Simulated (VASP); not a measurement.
# CoSi2 (Fm-3m) in VASP: further runs, part 3 of 3

VASP 6.6.1. The steps go on from the part before.

### 4 Single point, PBE

This run uses another cell than the first one, of 12.83 Å³/atom.

Contents of INCAR:

```
  PREC = Accurate
  ENCUT = 520
  EDIFF = 1E-6
  ISMEAR = 0
  SIGMA = 0.1
  LREAL = False
  LASPH = True
  NELM = 100
  ALGO = Normal
  ISIF = 2
  LWAVE = False
  LCHARG = False
  GGA = PE
  NBANDS = 16
```

Contents of KPOINTS:

```
Automatic mesh
0
Gamma
  14 14 14
```

Contents of POSCAR:

```
CoSi2
1.0
    0.0000000000      2.6799390440      2.6799390440
    2.6799390440      0.0000000000      2.6799390440
    2.6799390440      2.6799390440      0.0000000000
Co Si
1 2
Direct
    0.0000000000      0.0000000000      0.0000000000
    0.2500000000      0.2500000000      0.2500000000
    0.7500000000      0.7500000000      0.7500000000
```

Potentials or basis: VASP PAW PBE potentials, release 64 (Co, Si).

Run with:

```console
> cat potpaw_PBE.64/Co/POTCAR potpaw_PBE.64/Si/POTCAR > POTCAR
> mpirun -np 1 vasp_std > vasp.out
```

OUTCAR:

```text
PREC = Accurate
   ENCUT = 520
   EDIFF = 1E-6
   ISMEAR = 0
   LREAL = False
   LASPH = True
   NELM = 100
   ISIF = 2
   GGA = PE

 ion  position               nearest neighbor table
   1  0.000  0.000  0.000-   3 2.32   3 2.32   3 2.32   2 2.32   3 2.32   2 2.32   2 2.32   2 2.32

   2  0.250  0.250  0.250-   1 2.32   1 2.32   1 2.32   1 2.32   3 2.68   3 2.68   3 2.68   3 2.68
                             3 2.68   3 2.68
   3  0.750  0.750  0.750-   1 2.32   1 2.32   1 2.32   1 2.32   2 2.68   2 2.68   2 2.68   2 2.68
                             2 2.68   2 2.68

  LATTYP: Found a face centered cubic cell.
 ALAT       =     5.3598780880

  Lattice vectors:

 A1 = (   0.0000000000,   2.6799390440,   2.6799390440)
 A2 = (   2.6799390440,   0.0000000000,   2.6799390440)
 A3 = (   2.6799390440,   2.6799390440,   0.0000000000)

Analysis of symmetry for initial positions (statically):
=====================================================================
 Subroutine PRICEL returns:
 Original cell was already a primitive cell.

 Routine SETGRP: Setting up the symmetry group for a
 face centered cubic supercell.

[... 170 lines left out ...]
 val. band max:       10.0725739783   @ k =   0.4286   0.2143   0.0714
 cond. band min:      10.0931038873   @ k =   0.3571   0.0714   0.0000
 fundamental gap:      0.0205299090
 Fermi energy:        10.0754174194

 k-point     1 :       0.0000    0.0000    0.0000
  band No.  band energies     occupation
      1      -3.0441      2.00000
      2       5.9961      2.00000
      3       5.9961      2.00000
      4       5.9961      2.00000
      5       8.1641      2.00000
      6       8.1641      2.00000
[... 433 lines left out ...]
      3       6.1320      2.00000
      4       6.2075      2.00000
      5       7.3400      2.00000
      6       8.3403      2.00000
[... 8 lines left out ...]
     15      18.3862      0.00000
     16      18.6366      0.00000

 [... further k-points ...]

------------------------ aborting loop because EDIFF is reached ----------------------------------------

  FORCE on cell =-STRESS in cart. coord.  units (eV):
  Direction    XX          YY          ZZ          XY          YZ          ZX
  --------------------------------------------------------------------------------------
  -------------------------------------------------------------------------------------
  Total       -0.0559150     -0.0559150     -0.0559150      0.0000000      0.0000000     -0.0000000
  in kB       -2.3272042     -2.3272042     -2.3272042      0.0000000      0.0000000     -0.0000000
  external PRESSURE =      -2.3272042 kB  Pullay stress =       0.0000000 kB

 VOLUME and BASIS-vectors are now :
 -----------------------------------------------------------------------------
  energy-cutoff  :      520.00
  volume of cell :       38.50
      direct lattice vectors                 reciprocal lattice vectors
     0.000000000  2.679939044  2.679939044    -0.186571408  0.186571408  0.186571408
     2.679939044  0.000000000  2.679939044     0.186571408 -0.186571408  0.186571408
     2.679939044  2.679939044  0.000000000     0.186571408  0.186571408 -0.186571408

 POSITION                                       TOTAL-FORCE (eV/Angst)
 -----------------------------------------------------------------------------------
      0.00000      0.00000      0.00000         0.000000     -0.000000     -0.000000
      1.33997      1.33997      1.33997         0.000000     -0.000000      0.000000
      4.01991      4.01991      4.01991        -0.000000      0.000000     -0.000000
 -----------------------------------------------------------------------------------
    total drift:                               -0.000000     -0.000000      0.000000

  FREE ENERGIE OF THE ION-ELECTRON SYSTEM (eV)
  ---------------------------------------------------
  free  energy   TOTEN  =       -19.2974108014 eV

  energy  without entropy=      -19.2922455946  energy(sigma->0) =      -19.29482820
```

OSZICAR:

```text
N       E                     dE             d eps       ncg     rms          rms(c)
DAV:   1     0.593261310676E+02    0.59326E+02   -0.68250E+03  3352   0.101E+03
DAV:   2    -0.176751023989E+02   -0.77001E+02   -0.69071E+02  3752   0.202E+02
DAV:   3    -0.206621089239E+02   -0.29870E+01   -0.29290E+01  4368   0.436E+01
DAV:   4    -0.207143349167E+02   -0.52226E-01   -0.52181E-01  3968   0.555E+00
DAV:   5    -0.207158886008E+02   -0.15537E-02   -0.15536E-02  4360   0.969E-01    0.143E+01
DAV:   6    -0.244487818361E+02   -0.37329E+01   -0.24909E+01  3568   0.103E+02    0.180E+01
DAV:   7    -0.193244293230E+02    0.51244E+01   -0.11122E+01  4176   0.809E+01    0.318E+00
DAV:   8    -0.193301259057E+02   -0.56966E-02   -0.75841E-01  4000   0.580E+00    0.192E+00
DAV:   9    -0.192974177953E+02    0.32708E-01   -0.89790E-02  3952   0.557E+00    0.492E-01
DAV:  10    -0.192976179414E+02   -0.20015E-03   -0.70022E-03  4656   0.133E+00    0.151E-01
DAV:  11    -0.192973812804E+02    0.23666E-03   -0.93964E-04  4288   0.572E-01    0.326E-02
DAV:  12    -0.192974125144E+02   -0.31234E-04   -0.90274E-05  3872   0.685E-02    0.187E-02
DAV:  13    -0.192974104476E+02    0.20669E-05   -0.77367E-06  4368   0.427E-02    0.788E-03
DAV:  14    -0.192974108014E+02   -0.35380E-06   -0.76110E-07  2280   0.995E-03
   1 F= -.19297411E+02 E0= -.19294828E+02  d E =-.516521E-02
```

It took 2 min on 1 thread of Intel Xeon 8259CL, shared host; peak memory 0.2 GiB.

What came out:

```yaml
Free_energy: -19.2974 eV
Pressure: -0.2 GPa
Band_gap_on_the_k_mesh: zero (an odd number of electrons rules out a gap without spin polarisation)
```

Caveat: the run has no spin polarisation, though such a crystal can be magnetic. Spin polarisation is off, so any magnetic state and its effect on volume and gap are missing.

### 5 Relaxation of cell and atoms, PBE

Contents of INCAR:

```
SYSTEM = CoSi2
PREC     = Accurate       ! precision mode
ENCUT    = 600            ! plane-wave cutoff, eV
EDIFF    = 1E-7           ! SCF threshold, eV
ISMEAR   = 0              ! smearing method
SIGMA    = 0.1            ! smearing width, eV
LREAL    = .FALSE.        ! projectors in reciprocal space
LASPH    = .TRUE.         ! aspherical terms in the spheres
NELM     = 80             ! most SCF steps
ALGO     = Normal         ! electronic algorithm
ISIF     = 3              ! what is computed and relaxed
LWAVE    = .FALSE.        ! write WAVECAR
LCHARG   = .FALSE.        ! write CHGCAR
GGA      = PE             ! functional
IBRION   = 2              ! ionic algorithm
NSW      = 100            ! ionic steps
EDIFFG   = -0.01          ! ionic threshold
```

Contents of KPOINTS:

```
Automatic mesh
0
G
  14 14 14
  0 0 0
```

Contents of POSCAR:

```
CoSi2
1.0
    0.0000000000      2.6824998900      2.6824998900
    2.6824998900      0.0000000000      2.6824998900
    2.6824998900      2.6824998900      0.0000000000
Co Si
1 2
Direct
    0.0000000000      0.0000000000      0.0000000000
    0.2500000000      0.2500000000      0.2500000000
    0.7500000000      0.7500000000      0.7500000000
```

Run with:

```console
> cat potpaw_PBE.64/Co/POTCAR potpaw_PBE.64/Si/POTCAR > POTCAR
> mpirun -np 1 vasp_std > vasp.out
```

Wall time 4.2 min (1 thread of Intel Xeon 8259CL, shared host); peak memory 0.22 GiB.

It converged, with:

* Free energy: -19.2974 eV
* Relaxed volume: 12.82 Å³/atom
* Relaxed cell: a = 3.789 Å, b = 3.789 Å, c = 3.789 Å, α = 60.00°, β = 60.00°, γ = 60.00°
* Space group after relaxing (to 0.1 Å): Fm-3m (No. 225)
* Energy gained by relaxing: 0.1 meV/atom
* Ionic steps: 3
* Pressure after relaxing: 0.0 GPa
* Band gap on the k mesh: zero (an odd number of electrons rules out a gap without spin polarisation)

Step by step:
| step | energy change (eV) | largest force (eV/Å) | pressure (GPa) | volume (Å³) |
| --- | --- | --- | --- | --- |
| 1 | 0.0000 | 0.0000 | -0.67 | 38.61 |
| 2 | 0.0000 | 0.0000 | 0.73 | 38.30 |
| 3 | -0.0003 | 0.0000 | -0.01 | 38.46 |

Final structure:
```
CELL_PARAMETERS angstrom
0.00000 2.67904 2.67904
2.67904 0.00000 2.67904
2.67904 2.67904 0.00000
ATOMIC_POSITIONS crystal
Co 0.00000 0.00000 0.00000
Si 0.25000 0.25000 0.25000
Si 0.75000 0.75000 0.75000
```

Levels at points of the mesh, in eV from the Fermi level:
| k point | band 7 | band 8 | band 9 | band 10 | band 11 | band 12 |
| --- | --- | --- | --- | --- | --- | --- |
| (0.00, 0.00, 0.00) | 0.73 | 3.39 | 3.39 | 3.39 | 3.44 | 3.44 |
| (0.50, 0.00, 0.00) | -1.64 | -0.49 | -0.49 | 2.68 | 3.39 | 3.39 |
| (0.50, 0.50, 0.00) | -1.96 | -1.92 | -1.34 | 1.55 | 2.91 | 8.54 |

Caveat: the run has no spin polarisation, though such a crystal can be magnetic.

The gap in the log of VASP goes by the Fermi energy; the results here count the filled bands.